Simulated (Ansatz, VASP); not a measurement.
# MgS in VASP and in Ansatz

```
Mg S
1.0
     0.00000    2.52360    2.60165
     2.52360    0.00000    2.60165
     2.52360    2.52360    0.00000
Mg S
1 1
Direct
  0.00000 0.00000 0.00000
  0.50000 0.50000 0.50000
```

Change from the starting cell: strain -0.030 along x and y, +0.000 along z, atoms carried along.

Alike in both runs: task single point; functional PBEsol; k mesh 8 × 8 × 8; occupations gaussian, width 0.05 eV; no spin polarisation.

```csv
,VASP,Ansatz
version,VASP 6.6.1,Ansatz 0.2.0
potentials or method,"VASP PAW PBE potentials, release 64 (Mg, S), cutoff 520 eV","scalar-relativistic, plane waves, PAW"
valence electrons in the cell,8,16
```

VASP gave:

| Quantity | Value |
| --- | --- |
| gap on the k mesh at the Fermi level (eV) | 2.70 |
| least direct gap on the mesh (eV) | 4.00 |
| pressure (GPa) | 4.2 |
| traceless stress, the component that is largest in VASP (GPa) | -2.80 |

Problem. Estimate Ansatz's values.

Solution. gap on the k mesh at the Fermi level (eV): 2.69; least direct gap on the mesh (eV): 4.00; pressure (GPa): 4.4; traceless stress, the component that is largest in VASP (GPa): -2.80.

VASP's potentials were made for PBE, not for PBEsol. The functional is the same, so the differences come from potentials, cutoffs and numerics. VASP's potentials hold 8 valence electrons a cell and Ansatz's 16, so a difference there can come from the potentials and not from the codes.
